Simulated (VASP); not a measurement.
# KSrBr3 (Pm-3m) in VASP: a series of runs

The runs below take KSrBr3 through single point, with r2SCAN.

Everything below comes from runs of VASP 6.6.1. Logs are shortened: lines on timing, memory, paths and dates and some standing lists are left out, and cuts for length are marked.

### 1 The cell of the first run

The structure is cubic, space group Pm-3m (No. 221). Conventional cell: a = 5.997 Å, b = 5.997 Å, c = 5.997 Å, α = 90.00°, β = 90.00°, γ = 90.00°. K (site symmetry m-3m) has 12 Br at 4.24 Å and 8 Sr at 5.19 Å within 5.6 Å. Sr (site symmetry m-3m) has 6 Br at 3.00 Å within 3.9 Å. Within 3.9 Å of Br (site symmetry 4/mmm) lie 2 Sr at 3.00 Å.

### 2 Single point, r2SCAN (volume changed by +3%)

File POSCAR:

```
KSrBr3
1.0
    5.9968422955      0.0000000000      0.0000000000
    0.0000000000      5.9968422955      0.0000000000
    0.0000000000      0.0000000000      5.9968422955
K Sr Br
1 1 3
Direct
    0.0000000000      0.0000000000      0.0000000000
    0.5000000000      0.5000000000      0.5000000000
    0.5000000000      0.5000000000      0.0000000000
    0.5000000000      0.0000000000      0.5000000000
    0.0000000000      0.5000000000      0.5000000000
```

File INCAR.step1:

```
SYSTEM = KSrBr3
PREC     = Accurate       ! precision mode
ENCUT    = 520            ! plane-wave cutoff, eV
ISMEAR   = 0              ! smearing method
SIGMA    = 0.01           ! smearing width, eV
LREAL    = .FALSE.        ! projectors in reciprocal space
LASPH    = .TRUE.         ! aspherical terms in the spheres
NELM     = 60             ! most SCF steps
NBANDS   = 28             ! bands
GGA      = PE             ! functional
ALGO     = Normal         ! electronic algorithm
EDIFF    = 1E-4           ! SCF threshold, eV
LWAVE    = .TRUE.         ! write WAVECAR
LCHARG   = .FALSE.        ! write CHGCAR
```

File INCAR.step2:

```
SYSTEM = KSrBr3
PREC     = Accurate       ! precision mode
ENCUT    = 520            ! plane-wave cutoff, eV
EDIFF    = 1E-6           ! SCF threshold, eV
ISMEAR   = 0              ! smearing method
SIGMA    = 0.01           ! smearing width, eV
LREAL    = .FALSE.        ! projectors in reciprocal space
LASPH    = .TRUE.         ! aspherical terms in the spheres
NELM     = 60             ! most SCF steps
ALGO     = Normal         ! electronic algorithm
ISIF     = 2              ! what is computed and relaxed
LWAVE    = .FALSE.        ! write WAVECAR
LCHARG   = .TRUE.         ! write CHGCAR
METAGGA  = R2SCAN         ! meta-GGA
LMIXTAU  = .TRUE.       
LELF     = .TRUE.         ! ELF
LVHAR    = .TRUE.       
NBANDS   = 28             ! bands
ISTART   = 1
```

File KPOINTS:

```
regular mesh
0
G
  4 4 4
  0 0 0
```

Potentials or basis: VASP PAW PBE potentials, release 64 (K_sv, Sr_sv, Br).

The run is started by

```
$ cat potpaw_PBE.64/K_sv/POTCAR potpaw_PBE.64/Sr_sv/POTCAR potpaw_PBE.64/Br/POTCAR > POTCAR
$ cp INCAR.step1 INCAR
$ mpirun -np 1 vasp_std > vasp.out
$ cp INCAR.step2 INCAR
$ mpirun -np 1 vasp_std > vasp.out
```

OUTCAR:

```text
SYSTEM = KSrBr3
   PREC = Accurate
   ENCUT = 520
   EDIFF = 1E-6
   ISMEAR = 0
   LREAL = .FALSE.
   LASPH = .TRUE.
   NELM = 60
   ISIF = 2
   METAGGA = R2SCAN
   ISTART = 1

 ion  position               nearest neighbor table
   1  0.000  0.000  0.000-
   2  0.500  0.500  0.500-   3 3.00   4 3.00   5 3.00   3 3.00   4 3.00   5 3.00
   3  0.500  0.500  0.000-   2 3.00   2 3.00
   4  0.500  0.000  0.500-   2 3.00   2 3.00
   5  0.000  0.500  0.500-   2 3.00   2 3.00

  LATTYP: Found a simple cubic cell.
 ALAT       =     5.9968422955

  Lattice vectors:

 A1 = (   5.9968422955,   0.0000000000,   0.0000000000)
 A2 = (   0.0000000000,   5.9968422955,   0.0000000000)
 A3 = (   0.0000000000,   0.0000000000,   5.9968422955)

Analysis of symmetry for initial positions (statically):
=====================================================================
 Subroutine PRICEL returns:
 Original cell was already a primitive cell.

 Routine SETGRP: Setting up the symmetry group for a
 simple cubic supercell.

 Subroutine GETGRP returns: Found 48 space group operations
 (whereof 48 operations were pure point group operations)
 out of a pool of 48 trial point group operations.

The static configuration has the point symmetry O_h .

Analysis of symmetry for dynamics (positions and initial velocities):
=====================================================================
 Subroutine PRICEL returns:
 Original cell was already a primitive cell.

 Routine SETGRP: Setting up the symmetry group for a
 simple cubic supercell.

 Subroutine GETGRP returns: Found 48 space group operations
 (whereof 48 operations were pure point group operations)
 out of a pool of 48 trial point group operations.

The dynamic configuration has the point symmetry O_h .

 Subroutine INISYM returns: Found 48 space group operations
 (whereof 48 operations are pure point group operations),
 and found     1 'primitive' translations

----------------------------------------------------------------------------------------

                                     Primitive cell

  volume of cell :     215.6591

  direct lattice vectors                    reciprocal lattice vectors
     5.996842295  0.000000000  0.000000000     0.166754427  0.000000000  0.000000000
     0.000000000  5.996842295  0.000000000     0.000000000  0.166754427  0.000000000
     0.000000000  0.000000000  5.996842295     0.000000000  0.000000000  0.166754427

  length of vectors
     5.996842295  5.996842295  5.996842295     0.166754427  0.166754427  0.166754427

  position of ions in fractional coordinates (direct lattice)
     0.000000000  0.000000000  0.000000000
     0.500000000  0.500000000  0.500000000
     0.500000000  0.500000000  0.000000000
     0.500000000  0.000000000  0.500000000
     0.000000000  0.500000000  0.500000000

  ion indices of the primitive-cell ions
   primitive index   ion index
                 1           1
                 2           2
                 3           3
                 4           4
                 5           5

----------------------------------------------------------------------------------------

 KPOINTS: regular mesh

Automatic generation of k-mesh.
 Grid dimensions read from file:
 generate k-points for:    4    4    4

 Generating k-lattice:

  Cartesian coordinates                     Fractional coordinates (reciprocal lattice)
     0.041688607  0.000000000  0.000000000     0.250000000  0.000000000  0.000000000
     0.000000000  0.041688607  0.000000000     0.000000000  0.250000000  0.000000000
     0.000000000  0.000000000  0.041688607     0.000000000  0.000000000  0.250000000

  Length of vectors
     0.041688607  0.041688607  0.041688607

  Shift w.r.t. Gamma in fractional coordinates (k-lattice)
     0.000000000  0.000000000  0.000000000

 Subroutine IBZKPT returns following result:
 ===========================================

 Found     10 irreducible k-points:

 Following reciprocal coordinates:
            Coordinates               Weight
  0.000000  0.000000  0.000000      1.000000
  0.250000  0.000000  0.000000      6.000000
  0.500000  0.000000  0.000000      3.000000
  0.250000  0.250000  0.000000     12.000000
  0.500000  0.250000  0.000000     12.000000
  0.500000  0.500000  0.000000      3.000000
  0.250000  0.250000  0.250000      8.000000
  0.500000  0.250000  0.250000     12.000000
  0.500000  0.500000  0.250000      6.000000
  0.500000  0.500000  0.500000      1.000000
   k-points           NKPTS =     10   k-points in BZ     NKDIM =     10   number of bands    NBANDS=     28
   number of dos      NEDOS =    301   number of ions     NIONS =      5
   total plane-waves  NPLWV = 110592
   dimension x,y,z NGX =    48 NGY =   48 NGZ =   48
   dimension x,y,z NGXF=    96 NGYF=   96 NGZF=   96
   ions per type =               1   1   3
   NGX,Y,Z   is equivalent  to a cutoff of  13.31, 13.31, 13.31 a.u.
   NGXF,Y,Z  is equivalent  to a cutoff of  26.61, 26.61, 26.61 a.u.
 SYSTEM =  KSrBr3
   PREC   = accura    normal or accurate (medium, high low for compatibility)
   ISTART =      1    job   : 0-new  1-cont  2-samecut
   ICHARG =      0    charge: 1-file 2-atom 10-const
   ISPIN  =      1    spin polarized calculation?
   LNONCOLLINEAR =      F non collinear calculations
   LSORBIT =      F    spin-orbit coupling
   LASPH  =      T    aspherical Exc in radial PAW
   ENCUT  =  520.0 eV  38.22 Ry    6.18 a.u.  11.15 11.15 11.15*2*pi/ulx,y,z
   NELM   =     60;   NELMIN=  2; NELMDL=  0     # of ELM steps
   EDIFF  = 0.1E-05   stopping-criterion for ELM
   LREAL  =      F    real-space projection
   EDIFFG = 0.1E-04   stopping-criterion for IOM
   NSW    =      0    number of steps for IOM
   IBRION =     -1    ionic relax: 0-MD 1-quasi-New 2-CG
   NFREE  =      0    steps in history (QN), initial steepest desc. (CG)
   ISIF   =      2    stress and relaxation
   ISYM   =      2    0-nonsym 1-usesym 2-fastsym
   POTIM  = 0.5000    time-step for ionic-motion
   TEBEG  =    0.0;   TEEND  =   0.0 temperature during run
   PSTRESS=    0.0 pullay stress
   NELECT =      40.0000    total number of electrons
   NUPDOWN=      -1.0000    fix difference up-down
   EMIN   =  10.00;   EMAX   =-10.00  energy-range for DOS
   EFERMI =   0.00;   METHOD = LEGACY
   ISMEAR =     0;   SIGMA  =   0.01  broadening in eV -4-tet -1-fermi 0-gaus
   EFERMI_NEDOS =   21; number of points for ismear=-14 and -15
   IALGO  =     38    algorithm
   IMIX   =      4    mixing-type and parameters
     AMIX     =   0.40;   BMIX     =  1.00
     AMIX_MAG =   1.60;   BMIX_MAG =  1.00
  volume/ion in A,a.u.               =      43.13       291.07
  Fermi-wavevector in a.u.,A,eV,Ry     =   0.933624  1.764294 11.859580  0.871655
  Thomas-Fermi vector in A             =   2.060345
   LORBIT       =      0    0 simple, 1 ext, 2 COOP (PROOUT), +10 PAW based schemes
   METAGGA = R2SCAN    functional components
   LHFCALC =     F    Hartree Fock is set to
   AEXX    =    0.0000 exact exchange contribution
   IVDW    =     0    specifies the selected vdW correction
   LEPSILON=     F    determine dielectric tensor
   LRPA    =     F    only Hartree local field effects (RPA)
 non-spin polarized calculation
 Gauss-broadening in eV      SIGMA  =   0.01
  energy-cutoff  :      520.00
  volume of cell :      215.66
 maximum number of plane-waves:      5846
 NGX is ok and might be reduce to    48
   NGX = 23   NGY = 23   NGZ = 23

 number of electron      39.9999989 magnetization

 Free energy of the ion-electron system (eV)
  ---------------------------------------------------
  ext. energy  EPLUGINS =         0.00000000
  ---------------------------------------------------
  free energy    TOTEN  =       -71.60381664 eV

  energy without entropy =      -71.60381664  energy(sigma->0) =      -71.60381664

 E-fermi :  -1.9170     XC(G=0):  -7.1421

 val. band max:       -2.0447808586   @ k =   0.5000   0.5000   0.5000
 cond. band min:       2.3565066400   @ k =   0.0000   0.0000   0.0000
 fundamental gap:      4.4012874986
 Fermi energy:        -1.9170184745

 k-point     1 :       0.0000    0.0000    0.0000
  band No.  band energies     occupation
      1     -36.2180      2.00000
      2     -32.5402      2.00000
      3     -17.6691      2.00000
      4     -17.6691      2.00000
      5     -17.6691      2.00000
      6     -15.2095      2.00000
[... 20 lines left out ...]
     27       5.4795      0.00000
     28       5.6170      0.00000

 k-point     2 :       0.2500    0.0000    0.0000
  band No.  band energies     occupation
      1     -36.2179      2.00000
      2     -32.5402      2.00000
      3     -17.7375      2.00000
      4     -17.6688      2.00000
      5     -17.6688      2.00000
      6     -15.2436      2.00000
[... 20 lines left out ...]
     27       5.5736      0.00000
     28       5.6324      0.00000

 k-point     3 :       0.5000    0.0000    0.0000
  band No.  band energies     occupation
      1     -36.2179      2.00000
      2     -32.5402      2.00000
      3     -17.8006      2.00000
      4     -17.6685      2.00000
      5     -17.6685      2.00000
      6     -15.2597      2.00000
[... 20 lines left out ...]
     27       5.7592      0.00000
     28       5.8146      0.00000

 k-point     4 :       0.2500    0.2500    0.0000
  band No.  band energies     occupation
      1     -36.2179      2.00000
      2     -32.5402      2.00000
      3     -17.7376      2.00000
      4     -17.7366      2.00000
      5     -17.6685      2.00000
      6     -15.2318      2.00000
[... 20 lines left out ...]
     27       5.6975      0.00000
     28       6.5102      0.00000

 k-point     5 :       0.5000    0.2500    0.0000
  band No.  band energies     occupation
      1     -36.2178      2.00000
      2     -32.5402      2.00000
      3     -17.8002      2.00000
      4     -17.7367      2.00000
      5     -17.6681      2.00000
      6     -15.2341      2.00000
[... 20 lines left out ...]
     27       5.9910      0.00000
     28       6.1987      0.00000

 k-point     6 :       0.5000    0.5000    0.0000
  band No.  band energies     occupation
      1     -36.2177      2.00000
      2     -32.5402      2.00000
      3     -17.7998      2.00000
      4     -17.7998      2.00000
      5     -17.6678      2.00000
      6     -15.2169      2.00000
[... 20 lines left out ...]
     27       6.0319      0.00000
     28       6.1178      0.00000

 k-point     7 :       0.2500    0.2500    0.2500
  band No.  band energies     occupation
      1     -36.2178      2.00000
      2     -32.5402      2.00000
      3     -17.7377      2.00000
      4     -17.7362      2.00000
      5     -17.7362      2.00000
      6     -15.2226      2.00000
[... 20 lines left out ...]
     27       5.8451      0.00000
     28       6.5488      0.00000

 k-point     8 :       0.5000    0.2500    0.2500
  band No.  band energies     occupation
      1     -36.2177      2.00000
      2     -32.5402      2.00000
      3     -17.7998      2.00000
      4     -17.7368      2.00000
      5     -17.7358      2.00000
      6     -15.2216      2.00000
[... 20 lines left out ...]
     27       6.0330      0.00000
     28       6.2721      0.00000

 k-point     9 :       0.5000    0.5000    0.2500
  band No.  band energies     occupation
      1     -36.2176      2.00000
      2     -32.5402      2.00000
      3     -17.7994      2.00000
      4     -17.7994      2.00000
      5     -17.7359      2.00000
      6     -15.2139      2.00000
[... 20 lines left out ...]
     27       6.0761      0.00000
     28       6.5057      0.00000

 k-point    10 :       0.5000    0.5000    0.5000
  band No.  band energies     occupation
      1     -36.2175      2.00000
      2     -32.5402      2.00000
      3     -17.7989      2.00000
      4     -17.7989      2.00000
      5     -17.7989      2.00000
      6     -15.2109      2.00000
[... 20 lines left out ...]
     27       6.1192      0.00000
     28       6.9686      0.00000

------------------------ aborting loop because EDIFF is reached ----------------------------------------

  FORCE on cell =-STRESS in cart. coord.  units (eV):
  Direction    XX          YY          ZZ          XY          YZ          ZX
  --------------------------------------------------------------------------------------
  -------------------------------------------------------------------------------------
  Total       -0.6336953     -0.6336953     -0.6336953      0.0000000      0.0000000      0.0000000
  in kB       -4.7078565     -4.7078565     -4.7078565      0.0000000      0.0000000      0.0000000
  external PRESSURE =      -4.7078565 kB  Pullay stress =       0.0000000 kB

 VOLUME and BASIS-vectors are now :
 -----------------------------------------------------------------------------
  energy-cutoff  :      520.00
  volume of cell :      215.66
      direct lattice vectors                 reciprocal lattice vectors
     5.996842295  0.000000000  0.000000000     0.166754427  0.000000000  0.000000000
     0.000000000  5.996842295  0.000000000     0.000000000  0.166754427  0.000000000
     0.000000000  0.000000000  5.996842295     0.000000000  0.000000000  0.166754427

 POSITION                                       TOTAL-FORCE (eV/Angst)
 -----------------------------------------------------------------------------------
      0.00000      0.00000      0.00000         0.000000      0.000000      0.000000
      2.99842      2.99842      2.99842         0.000000      0.000000      0.000000
      2.99842      2.99842      0.00000         0.000000      0.000000      0.000000
      2.99842      0.00000      2.99842         0.000000      0.000000      0.000000
      0.00000      2.99842      2.99842         0.000000      0.000000      0.000000
 -----------------------------------------------------------------------------------
    total drift:                                0.000000     -0.000000     -0.000000

  FREE ENERGIE OF THE ION-ELECTRON SYSTEM (eV)
  ---------------------------------------------------
  free  energy   TOTEN  =       -71.6038166435 eV

  energy  without entropy=      -71.6038166435  energy(sigma->0) =      -71.60381664
```

Run time: 6.6 min. Hardware: 1 thread of Intel Xeon 8259CL, shared host; peak memory 0.39 GiB.

What came out:

```
Free energy            : -71.6038 eV
Pressure               : -0.5 GPa
Band gap on the k mesh : 4.40 eV, indirect (least direct gap 4.65 eV)
```

Levels at points of the mesh, in eV from the valence-band top:
```csv
k point,band 18,band 19,band 20,band 21,band 22,band 23
"(0.00, 0.00, 0.00)",-0.25,-0.25,-0.25,4.40,5.83,5.83
"(0.50, 0.00, 0.00)",-0.53,-0.32,-0.32,6.01,6.04,6.08
"(0.50, 0.50, 0.00)",-0.68,-0.68,-0.01,6.68,7.10,7.10
"(0.50, 0.50, 0.50)",0.00,0.00,0.00,5.81,7.10,7.10
```

Caveat: the PAW data sets were made with another functional, which shifts forces and pressure a little.

### 3 Single point, r2SCAN (volume changed by +6%)

POSCAR: that of step 2 with these lines changed.

```diff
@@ -2,5 +2,5 @@
 1.0
-    5.9968422955      0.0000000000      0.0000000000
-    0.0000000000      5.9968422955      0.0000000000
-    0.0000000000      0.0000000000      5.9968422955
+    6.0545077781      0.0000000000      0.0000000000
+    0.0000000000      6.0545077781      0.0000000000
+    0.0000000000      0.0000000000      6.0545077781
 K Sr Br
```

File INCAR.step1:

```
ALGO = Normal
EDIFF = 1E-4
ENCUT = 520
GGA = PE
ISMEAR = 0
LASPH = True
LCHARG = False
LREAL = False
LWAVE = True
NBANDS = 28
NELM = 60
PREC = Accurate
SIGMA = 0.01
```

File INCAR.step2:

```
ALGO = Normal
EDIFF = 1E-6
ENCUT = 520
ISIF = 2
ISMEAR = 0
ISTART = 1
LASPH = True
LCHARG = False
LMIXTAU = True
LREAL = False
LWAVE = False
METAGGA = R2SCAN
NBANDS = 28
NELM = 60
PREC = Accurate
SIGMA = 0.01
```

File KPOINTS:

```
k-points
0
Gamma
  4 4 4
```

Potentials or basis: VASP PAW PBE potentials, release 64 (K_sv, Sr_sv, Br).

The run is started by

```
$ cat potpaw_PBE.64/K_sv/POTCAR potpaw_PBE.64/Sr_sv/POTCAR potpaw_PBE.64/Br/POTCAR > POTCAR
$ cp INCAR.step1 INCAR
$ mpirun -np 1 vasp_std > vasp.out
$ cp INCAR.step2 INCAR
$ mpirun -np 1 vasp_std > vasp.out
```

It took 6 min on 1 thread of Intel Xeon 8259CL, shared host; peak memory 0.4 GiB.

Results (log left out):

- Free energy: -71.5772 eV
- Pressure: -0.9 GPa
- Band gap on the k mesh: 4.37 eV, indirect (least direct gap 4.62 eV)

Levels at points of the mesh, in eV from the valence-band top:
| k point | band 17 | band 18 | band 19 | band 20 | band 21 | band 22 | band 23 | band 24 |
| --- | --- | --- | --- | --- | --- | --- | --- | --- |
| (0.00, 0.00, 0.00) | -0.42 | -0.26 | -0.26 | -0.26 | 4.37 | 5.84 | 5.84 | 5.84 |
| (0.50, 0.00, 0.00) | -0.67 | -0.50 | -0.32 | -0.32 | 5.97 | 6.00 | 6.01 | 6.91 |
| (0.50, 0.50, 0.00) | -0.67 | -0.65 | -0.65 | -0.01 | 6.60 | 7.03 | 7.03 | 7.18 |
| (0.50, 0.50, 0.50) | -1.25 | 0.00 | 0.00 | 0.00 | 5.79 | 7.05 | 7.05 | 7.05 |

Caveat: the PAW data sets were made with another functional, which shifts forces and pressure a little.
